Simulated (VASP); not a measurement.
# GaIr4Ru (F-43m) in VASP: single point with PBE

Aim: the single point of GaIr4Ru with PBE.

Program: VASP 6.6.1. These are calculated values, not measurements. Logs are shortened: lines on timing, memory, paths and dates and some standing lists are left out, and cuts for length are marked.

## (1) The cell of the first run

The structure is cubic, space group F-43m (No. 216). The conventional cell has a = 6.997 Å, b = 6.997 Å, c = 6.997 Å, α = 90.00°, β = 90.00°, γ = 90.00°. Within 3.8 Å of Ga (site symmetry -43m) lie 12 Ir at 2.87 Å and 4 Ru at 3.03 Å. Ru (site symmetry -43m) has 12 Ir at 2.95 Å and 4 Ga at 3.03 Å within 3.9 Å. Ir (site symmetry 3m) has 3 Ir at 2.10 Å within 2.8 Å.

## (2) Single point, PBE

File INCAR:

```
SYSTEM = GaIr4Ru
  ALGO = Fast
  EDIFF = 1E-7
  ENCUT = 520
  GGA = PE
  ISIF = 2
  ISMEAR = 0
  LASPH = .TRUE.
  LCHARG = .FALSE.
  LREAL = .FALSE.
  LWAVE = .FALSE.
  NBANDS = 40
  NELM = 60
  PREC = Accurate
  SIGMA = 0.1
```

File KPOINTS:

```
k-points
0
G
  4 4 4
  0 0 0
```

File POSCAR:

```
GaIr4Ru
1.0
    0.0000000000      3.4985581400      3.4985581400
    3.4985581400      0.0000000000      3.4985581400
    3.4985581400      3.4985581400      0.0000000000
Ga Ru Ir
1 1 4
Direct
    0.0000000000      0.0000000000      0.0000000000
    0.2500000000      0.2500000000      0.2500000000
    0.6440543600      0.6440543600      0.6440543600
    0.6440543600      0.6440543600      0.0678369100
    0.6440543600      0.0678369100      0.6440543600
    0.0678369100      0.6440543600      0.6440543600
```

Potentials or basis: VASP PAW PBE potentials, release 64 (Ga_d, Ru_pv, Ir).

Run with:

```console
cat potpaw_PBE.64/Ga_d/POTCAR potpaw_PBE.64/Ru_pv/POTCAR potpaw_PBE.64/Ir/POTCAR > POTCAR
mpirun -np 1 vasp_std > vasp.out
```

OUTCAR:

```text
SYSTEM = GaIr4Ru
   EDIFF = 1E-7
   ENCUT = 520
   GGA = PE
   ISIF = 2
   ISMEAR = 0
   LASPH = .TRUE.
   LREAL = .FALSE.
   NELM = 60
   PREC = Accurate

 ion  position               nearest neighbor table
   1  0.000  0.000  0.000-   4 2.87   5 2.87   4 2.87   6 2.87   5 2.87   6 2.87   3 2.87   3 2.87
                             3 2.87   4 2.87   5 2.87   6 2.87   2 3.03   2 3.03   2 3.03   2 3.03
   2  0.250  0.250  0.250-   4 2.95   5 2.95   6 2.95   3 2.95   3 2.95   3 2.95   5 2.95   4 2.95
                             6 2.95   6 2.95   4 2.95   5 2.95   1 3.03   1 3.03   1 3.03   1 3.03
   3  0.644  0.644  0.644-   4 2.10   5 2.10   6 2.10   4 2.85   5 2.85   6 2.85   1 2.87   1 2.87
                             1 2.87   2 2.95   2 2.95   2 2.95
   4  0.644  0.644  0.068-   3 2.10   5 2.10   6 2.10   3 2.85   5 2.85   6 2.85   1 2.87   1 2.87
                             1 2.87   2 2.95   2 2.95   2 2.95
   5  0.644  0.068  0.644-   3 2.10   4 2.10   6 2.10   4 2.85   3 2.85   6 2.85   1 2.87   1 2.87
                             1 2.87   2 2.95   2 2.95   2 2.95
   6  0.068  0.644  0.644-   3 2.10   4 2.10   5 2.10   3 2.85   4 2.85   5 2.85   1 2.87   1 2.87
                             1 2.87   2 2.95   2 2.95   2 2.95

  LATTYP: Found a face centered cubic cell.
 ALAT       =     6.9971162800

  Lattice vectors:

 A1 = (   0.0000000000,   3.4985581400,   3.4985581400)
 A2 = (   3.4985581400,   0.0000000000,   3.4985581400)
 A3 = (   3.4985581400,   3.4985581400,   0.0000000000)

Analysis of symmetry for initial positions (statically):
=====================================================================
 Subroutine PRICEL returns:
 Original cell was already a primitive cell.

 Routine SETGRP: Setting up the symmetry group for a
 face centered cubic supercell.

 Subroutine GETGRP returns: Found 24 space group operations
 (whereof 24 operations were pure point group operations)
 out of a pool of 48 trial point group operations.

The static configuration has the point symmetry T_d .

Analysis of symmetry for dynamics (positions and initial velocities):
=====================================================================
 Subroutine PRICEL returns:
 Original cell was already a primitive cell.

 Routine SETGRP: Setting up the symmetry group for a
 face centered cubic supercell.

 Subroutine GETGRP returns: Found 24 space group operations
 (whereof 24 operations were pure point group operations)
 out of a pool of 48 trial point group operations.

The dynamic configuration has the point symmetry T_d .

 Subroutine INISYM returns: Found 24 space group operations
 (whereof 24 operations are pure point group operations),
 and found     1 'primitive' translations

----------------------------------------------------------------------------------------

                                     Primitive cell

  volume of cell :      85.6441

  direct lattice vectors                    reciprocal lattice vectors
     0.000000000  3.498558140  3.498558140    -0.142916019  0.142916019  0.142916019
     3.498558140  0.000000000  3.498558140     0.142916019 -0.142916019  0.142916019
     3.498558140  3.498558140  0.000000000     0.142916019  0.142916019 -0.142916019

  length of vectors
     4.947708370  4.947708370  4.947708370     0.247537805  0.247537805  0.247537805

  position of ions in fractional coordinates (direct lattice)
     0.000000000  0.000000000  0.000000000
     0.250000000  0.250000000  0.250000000
     0.644054360  0.644054360  0.644054360
     0.644054360  0.644054360  0.067836910
     0.644054360  0.067836910  0.644054360
     0.067836910  0.644054360  0.644054360

  ion indices of the primitive-cell ions
   primitive index   ion index
                 1           1
                 2           2
                 3           3
                 4           4
                 5           5
                 6           6

----------------------------------------------------------------------------------------

 KPOINTS: k-points

Automatic generation of k-mesh.
 Grid dimensions read from file:
 generate k-points for:    4    4    4

 Generating k-lattice:

  Cartesian coordinates                     Fractional coordinates (reciprocal lattice)
    -0.035729005  0.035729005  0.035729005     0.250000000  0.000000000  0.000000000
     0.035729005 -0.035729005  0.035729005     0.000000000  0.250000000  0.000000000
     0.035729005  0.035729005 -0.035729005     0.000000000  0.000000000  0.250000000

  Length of vectors
     0.061884451  0.061884451  0.061884451

  Shift w.r.t. Gamma in fractional coordinates (k-lattice)
     0.000000000  0.000000000  0.000000000

 Subroutine IBZKPT returns following result:
 ===========================================

 Found      8 irreducible k-points:

 Following reciprocal coordinates:
            Coordinates               Weight
  0.000000  0.000000  0.000000      1.000000
  0.250000  0.000000  0.000000      8.000000
  0.500000  0.000000  0.000000      4.000000
  0.250000  0.250000  0.000000      6.000000
  0.500000  0.250000  0.000000     24.000000
 -0.250000  0.250000  0.000000     12.000000
  0.500000  0.500000  0.000000      3.000000
 -0.250000  0.500000  0.250000      6.000000
   k-points           NKPTS =      8   k-points in BZ     NKDIM =      8   number of bands    NBANDS=     40
   number of dos      NEDOS =    301   number of ions     NIONS =      6
   total plane-waves  NPLWV =  64000
   dimension x,y,z NGX =    40 NGY =   40 NGZ =   40
   dimension x,y,z NGXF=    80 NGYF=   80 NGZF=   80
   ions per type =               1   1   4
   NGX,Y,Z   is equivalent  to a cutoff of  13.44, 13.44, 13.44 a.u.
   NGXF,Y,Z  is equivalent  to a cutoff of  26.88, 26.88, 26.88 a.u.
 SYSTEM =  GaIr4Ru
   PREC   = accura    normal or accurate (medium, high low for compatibility)
   ISTART =      0    job   : 0-new  1-cont  2-samecut
   ICHARG =      2    charge: 1-file 2-atom 10-const
   ISPIN  =      1    spin polarized calculation?
   LNONCOLLINEAR =      F non collinear calculations
   LSORBIT =      F    spin-orbit coupling
   LASPH  =      T    aspherical Exc in radial PAW
   ENCUT  =  520.0 eV  38.22 Ry    6.18 a.u.   9.20  9.20  9.20*2*pi/ulx,y,z
   NELM   =     60;   NELMIN=  2; NELMDL= -5     # of ELM steps
   EDIFF  = 0.1E-06   stopping-criterion for ELM
   LREAL  =      F    real-space projection
   EDIFFG = 0.1E-05   stopping-criterion for IOM
   NSW    =      0    number of steps for IOM
   IBRION =     -1    ionic relax: 0-MD 1-quasi-New 2-CG
   NFREE  =      0    steps in history (QN), initial steepest desc. (CG)
   ISIF   =      2    stress and relaxation
   ISYM   =      2    0-nonsym 1-usesym 2-fastsym
   POTIM  = 0.5000    time-step for ionic-motion
   TEBEG  =    0.0;   TEEND  =   0.0 temperature during run
   PSTRESS=    0.0 pullay stress
   NELECT =      63.0000    total number of electrons
   NUPDOWN=      -1.0000    fix difference up-down
   EMIN   =  10.00;   EMAX   =-10.00  energy-range for DOS
   EFERMI =   0.00;   METHOD = LEGACY
   ISMEAR =     0;   SIGMA  =   0.10  broadening in eV -4-tet -1-fermi 0-gaus
   EFERMI_NEDOS =   21; number of points for ismear=-14 and -15
   IALGO  =     68    algorithm
   IMIX   =      4    mixing-type and parameters
     AMIX     =   0.40;   BMIX     =  1.00
     AMIX_MAG =   1.60;   BMIX_MAG =  1.00
  volume/ion in A,a.u.               =      14.27        96.33
  Fermi-wavevector in a.u.,A,eV,Ry     =   1.477824  2.792682 29.714614  2.183962
  Thomas-Fermi vector in A             =   2.592180
   LORBIT       =      0    0 simple, 1 ext, 2 COOP (PROOUT), +10 PAW based schemes
   GGA     = PE    functional components
   LHFCALC =     F    Hartree Fock is set to
   AEXX    =    0.0000 exact exchange contribution
   IVDW    =     0    specifies the selected vdW correction
   LEPSILON=     F    determine dielectric tensor
   LRPA    =     F    only Hartree local field effects (RPA)
 non-spin polarized calculation
 RMM-DIIS sequential band-by-band and
 Gauss-broadening in eV      SIGMA  =   0.10
  energy-cutoff  :      520.00
  volume of cell :       85.64
 maximum number of plane-waves:      2332
 NGX is ok and might be reduce to    40
   NGX = 19   NGY = 19   NGZ = 19

 number of electron      63.0000000 magnetization

 Free energy of the ion-electron system (eV)
  ---------------------------------------------------
  ext. energy  EPLUGINS =         0.00000000
  ---------------------------------------------------
  free energy    TOTEN  =       -30.41909525 eV

  energy without entropy =      -30.39795710  energy(sigma->0) =      -30.40852618

 E-fermi :  10.6790     XC(G=0): -13.4666

 val. band max:       10.6780717088   @ k =   0.5000   0.5000   0.0000
 cond. band min:      10.8432029309   @ k =  -0.2500   0.5000   0.2500
 fundamental gap:      0.1651312220
 Fermi energy:        10.6790081542

 k-point     1 :       0.0000    0.0000    0.0000
  band No.  band energies     occupation
      1     -32.0780      2.00000
      2     -32.0780      2.00000
      3     -32.0780      2.00000
      4      -5.0833      2.00000
      5      -5.0833      2.00000
      6      -5.0833      2.00000
[... 32 lines left out ...]
     39      13.9396      0.00000
     40      16.0248      0.00000

 k-point     2 :       0.2500    0.0000    0.0000
  band No.  band energies     occupation
      1     -32.0784      2.00000
      2     -32.0778      2.00000
      3     -32.0778      2.00000
      4      -5.0897      2.00000
      5      -5.0845      2.00000
      6      -5.0845      2.00000
[... 32 lines left out ...]
     39      13.9502      0.00000
     40      16.0821      0.00000

 k-point     3 :       0.5000    0.0000    0.0000
  band No.  band energies     occupation
      1     -32.0789      2.00000
      2     -32.0777      2.00000
      3     -32.0777      2.00000
      4      -5.0973      2.00000
      5      -5.0831      2.00000
      6      -5.0831      2.00000
[... 165 lines left out ...]
  band No.  band energies     occupation
      1     -32.0784      2.00000
      2     -32.0780      2.00000
      3     -32.0780      2.00000
      4      -5.0913      2.00000
      5      -5.0876      2.00000
      6      -5.0875      2.00000
[... 32 lines left out ...]
     39      14.1659      0.00000
     40      18.6325      0.00000

 k-point     8 :      -0.2500    0.5000    0.2500
  band No.  band energies     occupation
      1     -32.0784      2.00000
      2     -32.0780      2.00000
      3     -32.0780      2.00000
      4      -5.0905      2.00000
      5      -5.0894      2.00000
      6      -5.0878      2.00000
[... 32 lines left out ...]
     39      15.5816      0.00000
     40      15.7332      0.00000

------------------------ aborting loop because EDIFF is reached ----------------------------------------

  FORCE on cell =-STRESS in cart. coord.  units (eV):
  Direction    XX          YY          ZZ          XY          YZ          ZX
  --------------------------------------------------------------------------------------
  -------------------------------------------------------------------------------------
  Total       53.7081895     53.7081895     53.7081895      0.0000000     -0.0000000     -0.0000000
  in kB     1004.7402780   1004.7402780   1004.7402780      0.0000000     -0.0000000     -0.0000000
  external PRESSURE =    1004.7402780 kB  Pullay stress =       0.0000000 kB

 VOLUME and BASIS-vectors are now :
 -----------------------------------------------------------------------------
  energy-cutoff  :      520.00
  volume of cell :       85.64
      direct lattice vectors                 reciprocal lattice vectors
     0.000000000  3.498558140  3.498558140    -0.142916019  0.142916019  0.142916019
     3.498558140  0.000000000  3.498558140     0.142916019 -0.142916019  0.142916019
     3.498558140  3.498558140  0.000000000     0.142916019  0.142916019 -0.142916019

 POSITION                                       TOTAL-FORCE (eV/Angst)
 -----------------------------------------------------------------------------------
      0.00000      0.00000      0.00000        -0.000000     -0.000000     -0.000000
      1.74928      1.74928      1.74928        -0.000000     -0.000000     -0.000000
      4.50652      4.50652      4.50652       -18.158848    -18.158848    -18.158848
      2.49059      2.49059      4.50652        18.158848     18.158848    -18.158848
      2.49059      4.50652      2.49059        18.158848    -18.158848     18.158848
      4.50652      2.49059      2.49059       -18.158848     18.158848     18.158848
 -----------------------------------------------------------------------------------
    total drift:                                0.000003      0.000003      0.000003

  FREE ENERGIE OF THE ION-ELECTRON SYSTEM (eV)
  ---------------------------------------------------
  free  energy   TOTEN  =       -30.4190952496 eV

  energy  without entropy=      -30.3979571026  energy(sigma->0) =      -30.40852618
```

It took 2.6 min on 1 thread of AMD EPYC 7R13, shared host; peak memory 0.22 GiB.

Results:

| Property | Result |
| --- | --- |
| Free energy | -30.4191 eV |
| Pressure | 100.5 GPa |
| Largest force | 31.452 eV/Å |

Forces in eV/Å, atoms in the order of the input:
```
Ga    0.000   0.000   0.000
Ru    0.000   0.000   0.000
Ir  -18.159 -18.159 -18.159
Ir   18.159  18.159 -18.159
Ir   18.159 -18.159  18.159
Ir  -18.159  18.159  18.159
```

Levels at points of the mesh, in eV from the Fermi level:
```
           k point  band 29  band 30  band 31  band 32  band 33  band 34  band 35  band 36
(0.00, 0.00, 0.00)    -0.88    -0.88     0.53     0.53     2.52     2.52     2.52     3.19
(0.50, 0.00, 0.00)    -1.11    -1.04    -0.47    -0.47     0.36     0.36     0.66     2.11
(0.50, 0.50, 0.00)    -1.10    -1.10    -0.44    -0.29     0.00     0.00     0.85     1.47
```

Caveat: the k points lie up to 0.39 Å⁻¹ apart; spin-orbit coupling is left out, which moves the levels of the heavy elements; forces of over 1 eV/Å act on the atoms, so gaps and moduli don't describe the material at rest.
